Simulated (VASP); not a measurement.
# H (P4/mmm) in VASP: further runs, part 2 of 2

VASP 6.6.1. Earlier steps stand in the parts before.

## Step 3: Single point, LDA (strain +0.050 along x and y, +0.050 along z)

File INCAR:

```
ALGO = Normal
EDIFF = 1E-6
ENCUT = 520
GGA = CA
ISIF = 2
ISMEAR = 0
LASPH = T
LCHARG = F
LREAL = F
LWAVE = F
NBANDS = 6
NELM = 60
PREC = Accurate
SIGMA = 0.05
```

File KPOINTS:

```
k-points
0
Gamma
  10 10 26
```

File POSCAR:

```
H
1.0
    2.7821206758      0.0000000000      0.0000000000
    0.0000000000      2.7821206758      0.0000000000
    0.0000000000      0.0000000000      1.0295175660
H
1
Direct
    0.0000000000      0.0000000000      0.5000000000
```

Potentials or basis: VASP PAW LDA potentials, release 64 (H).

The run is started by

```
$ cat potpaw_LDA.64/H/POTCAR > POTCAR
$ mpirun -np 1 vasp_std > vasp.out
```

OUTCAR:

```text
EDIFF = 1E-6
   ENCUT = 520
   GGA = CA
   ISIF = 2
   ISMEAR = 0
   LASPH = T
   LREAL = F
   NELM = 60
   PREC = Accurate

 ion  position               nearest neighbor table
   1  0.000  0.000  0.500-

  LATTYP: Found a simple tetragonal cell.
 ALAT       =     2.7821206758
 C/A-ratio  =     0.3700477750

  Lattice vectors:

 A1 = (   2.7821206758,   0.0000000000,   0.0000000000)
 A2 = (   0.0000000000,   2.7821206758,   0.0000000000)
 A3 = (   0.0000000000,   0.0000000000,   1.0295175660)

Analysis of symmetry for initial positions (statically):
[... 386 lines left out ...]
 k-point    24 :       0.2000    0.0000    0.0385
  band No.  band energies     occupation
      1     -11.5573      2.00000
      2       4.1480      0.00000
      3      11.6310      0.00000
      4      13.0984      0.00000
      5      20.9012      0.00000
      6      25.0687      0.00000

 [... further k-points ...]
[... 5 lines left out ...]
  --------------------------------------------------------------------------------------
  -------------------------------------------------------------------------------------
  Total       -0.0204128     -0.0204128     -0.4572884      0.0000000     -0.0000000      0.0000000
  in kB       -4.1041948     -4.1041948    -91.9422366      0.0000000     -0.0000000      0.0000000
  external PRESSURE =     -33.3835421 kB  Pullay stress =       0.0000000 kB

 VOLUME and BASIS-vectors are now :
 -----------------------------------------------------------------------------
  energy-cutoff  :      520.00
  volume of cell :        7.97
      direct lattice vectors                 reciprocal lattice vectors
     2.782120676  0.000000000  0.000000000     0.359438039  0.000000000  0.000000000
     0.000000000  2.782120676  0.000000000     0.000000000  0.359438039  0.000000000
     0.000000000  0.000000000  1.029517566     0.000000000  0.000000000  0.971328740

 POSITION                                       TOTAL-FORCE (eV/Angst)
 -----------------------------------------------------------------------------------
      0.00000      0.00000      0.51476         0.000000      0.000000      0.000000
 -----------------------------------------------------------------------------------
    total drift:                               -0.000000      0.000000      0.000000

  FREE ENERGIE OF THE ION-ELECTRON SYSTEM (eV)
  ---------------------------------------------------
  free  energy   TOTEN  =        -3.1269445508 eV

  energy  without entropy=       -3.1269445508  energy(sigma->0) =       -3.12694455
```

Run time: 8 s. Hardware: 1 thread of Intel Xeon Platinum 8259CL at 2.50GHz (Skylake/Cascade Lake), shared host; peak memory 0.11 GiB.

Results:

| Item | Value |
| --- | --- |
| Free energy | -3.1269 eV |
| Pressure | -3.3 GPa |

Stress tensor (GPa, compression positive):
```
-0.41  0.00  0.00
 0.00 -0.41  0.00
 0.00  0.00 -9.19
```

Caveat: the cell differs from its parent crystal (strain +0.050 along x and y, +0.050 along z).

## Step 4: Single point, LDA (strain +0.050 along x and y, +0.025 along z)

File INCAR:

```
  PREC = Accurate
  ENCUT = 520
  EDIFF = 1E-6
  ISMEAR = 0
  SIGMA = 0.05
  LREAL = F
  LASPH = T
  NELM = 60
  ALGO = Normal
  ISIF = 2
  LWAVE = F
  LCHARG = F
  NBANDS = 6
```

File KPOINTS:

```
Automatic mesh
0
Gamma
  10 10 26
```

Changes to POSCAR since step 3:

```diff
@@ -4,3 +4,3 @@
     0.0000000000      2.7821206758      0.0000000000
-    0.0000000000      0.0000000000      1.0295175660
+    0.0000000000      0.0000000000      1.0050052430
 H
```

Potentials or basis: VASP PAW LDA potentials, release 64 (H).

The run is started by

```
$ cat potpaw_LDA.64/H/POTCAR > POTCAR
$ mpirun -np 1 vasp_std > vasp.out
```

OUTCAR:

```text
PREC = Accurate
   ENCUT = 520
   EDIFF = 1E-6
   ISMEAR = 0
   LREAL = F
   LASPH = T
   NELM = 60
   ISIF = 2

 ion  position               nearest neighbor table
   1  0.000  0.000  0.500-

  LATTYP: Found a simple tetragonal cell.
 ALAT       =     2.7821206758
 C/A-ratio  =     0.3612371137

  Lattice vectors:

 A1 = (   2.7821206758,   0.0000000000,   0.0000000000)
 A2 = (   0.0000000000,   2.7821206758,   0.0000000000)
 A3 = (   0.0000000000,   0.0000000000,   1.0050052430)

Analysis of symmetry for initial positions (statically):
=====================================================================
 Subroutine PRICEL returns:
 Original cell was already a primitive cell.

 Routine SETGRP: Setting up the symmetry group for a
 simple tetragonal supercell.

 Subroutine GETGRP returns: Found 16 space group operations
 (whereof 16 operations were pure point group operations)
 out of a pool of 16 trial point group operations.

The static configuration has the point symmetry D_4h.

[... 155 lines left out ...]
  free energy    TOTEN  =        -3.13411646 eV

  energy without entropy =       -3.13411646  energy(sigma->0) =       -3.13411646

 E-fermi :  -1.9286     XC(G=0):  -7.0243

 val. band max:       -2.2594338378   @ k =   0.5000   0.5000   0.2308
 cond. band min:      -1.6668633456   @ k =   0.0000   0.0000   0.2692
 fundamental gap:      0.5925704921
 Fermi energy:        -1.9286351117

 k-point     1 :       0.0000    0.0000    0.0000
  band No.  band energies     occupation
      1     -12.3362      2.00000
      2       6.5057      0.00000
      3      12.1942      0.00000
      4      12.1942      0.00000
      5      14.7926      0.00000
      6      30.6727      0.00000
[... 199 lines left out ...]
 k-point    24 :       0.2000    0.0000    0.0385
  band No.  band energies     occupation
      1     -11.7376      2.00000
      2       4.1166      0.00000
      3      11.6041      0.00000
      4      13.0745      0.00000
      5      20.8931      0.00000
      6      25.0666      0.00000

 [... further k-points ...]

------------------------ aborting loop because EDIFF is reached ----------------------------------------

  FORCE on cell =-STRESS in cart. coord.  units (eV):
  Direction    XX          YY          ZZ          XY          YZ          ZX
  --------------------------------------------------------------------------------------
  -------------------------------------------------------------------------------------
  Total       -0.0244185     -0.0244185     -0.1484023      0.0000000      0.0000000      0.0000000
  in kB       -5.0293130     -5.0293130    -30.5654536      0.0000000      0.0000000      0.0000000
  external PRESSURE =     -13.5413599 kB  Pullay stress =       0.0000000 kB

 VOLUME and BASIS-vectors are now :
 -----------------------------------------------------------------------------
  energy-cutoff  :      520.00
  volume of cell :        7.78
      direct lattice vectors                 reciprocal lattice vectors
     2.782120676  0.000000000  0.000000000     0.359438039  0.000000000  0.000000000
     0.000000000  2.782120676  0.000000000     0.000000000  0.359438039  0.000000000
     0.000000000  0.000000000  1.005005243     0.000000000  0.000000000  0.995019685

 POSITION                                       TOTAL-FORCE (eV/Angst)
 -----------------------------------------------------------------------------------
      0.00000      0.00000      0.50250         0.000000      0.000000      0.000000
 -----------------------------------------------------------------------------------
    total drift:                               -0.000000      0.000000      0.000000

  FREE ENERGIE OF THE ION-ELECTRON SYSTEM (eV)
  ---------------------------------------------------
  free  energy   TOTEN  =        -3.1341164566 eV

  energy  without entropy=       -3.1341164566  energy(sigma->0) =       -3.13411646
```

Wall time 8.5 s (1 thread of Intel Xeon Platinum 8259CL at 2.50GHz (Skylake/Cascade Lake), shared host); peak memory 0.11 GiB.

Results:

```
Free energy : -3.1341 eV
Pressure    : -1.4 GPa
```

Caveat: the cell differs from its parent crystal (strain +0.050 along x and y, +0.025 along z).

## Step 5: The runs side by side

| cell | gap on the mesh (eV) | pressure (GPa) |
| --- | --- | --- |
| a = 2.716, b = 2.716, c = 1.005 Å, 1 atom | none | -1.3 |
| a = 2.782, b = 2.782, c = 1.030 Å, 1 atom | none | -3.3 |
| a = 2.782, b = 2.782, c = 1.005 Å, 1 atom | none | -1.4 |

Alike in all rows: task single point; level LDA; potentials or basis VASP PAW LDA potentials, release 64 (H); no spin polarisation; k mesh 10 × 10 × 26; cutoff (eV) 520; smearing gaussian 0.05 eV.

Total energies depend on the potentials used, so only differences within one code and one set of settings carry meaning.
